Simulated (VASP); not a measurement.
Wanted: the native input for a VASP 6.6.1 run.

```
Task                   : relaxation of cell and atoms
Functional             : PBE
Potentials or basis    : VASP PAW PBE potentials, release 64 (Mo_sv)
Cutoff                 : 600 eV
k mesh                 : 16 × 16 × 9
Occupations            : fermi-dirac, width 0.05 eV
Spin                   : no spin polarisation
Target pressure        : 31 GPa
Dipole correction      : no
Further INCAR settings : ALGO = Normal; EDIFF = 1e-07; IBRION = 2; EDIFFG = -0.005; NSW = 32; ISIF = 3
```

The structure of Mo lies in POSCAR:

```
Mo
1.0
    2.6745380146      0.0000000000      0.0000000000
   -1.3372690073      2.3162178640      0.0000000000
    0.0000000000      0.0000000000      4.6743067998
Mo
2
Direct
    0.3333333333      0.6666666667      0.2500000000
    0.6666666667      0.3333333333      0.7500000000
```

This isn't the form of Mo at room conditions, which is bcc.

One way to write it, as run:

INCAR

```
ALGO     = Normal         # electronic algorithm
EDIFF    = 1E-7           # SCF threshold, eV
EDIFFG   = -0.005         # ionic threshold
ENCUT    = 600            # plane-wave cutoff, eV
GGA      = PE             # functional
IBRION   = 2              # ionic algorithm
ISIF     = 3              # what is computed and relaxed
ISMEAR   = -1             # smearing method
LASPH    = T              # aspherical terms in the spheres
LCHARG   = F              # write CHGCAR
LREAL    = F              # projectors in reciprocal space
LWAVE    = F              # write WAVECAR
NELM     = 80             # most SCF steps
NSW      = 32             # ionic steps
PREC     = Accurate       # precision mode
PSTRESS  = 310.0        
SIGMA    = 0.05           # smearing width, eV
```

KPOINTS

```
k-points
0
Gamma
  16 16 9
```

Potentials or basis: VASP PAW PBE potentials, release 64 (Mo_sv).

Launch:

```sh
$ cat potpaw_PBE.64/Mo_sv/POTCAR > POTCAR
$ mpirun -np 1 vasp_std > vasp.out
```

Results of the run:

The relaxed volume is 14.50 Å³/atom. The relaxed cell is a = 2.676 Å, b = 2.676 Å, c = 4.677 Å, α = 90.00°, β = 90.00°, γ = 120.00°, the space group after relaxing (to 0.1 Å) is P6_3/mmc (No. 194) and the energy change on relaxing (the run minimises the enthalpy) is -4.8 meV/atom. The ionic steps are 3. The pressure after relaxing is 31.0 GPa. The band gap on the k mesh is zero (bands 14 and 15 overlap by 2.29 eV).

Caveat: the cell is relaxed towards a set pressure, so the run minimises the enthalpy, not the energy.

Wall time 63 s on 1 thread of Intel(R) Xeon(R) 6975P-C (Granite Rapids), with other jobs on the host, peak memory 0.22 GiB.
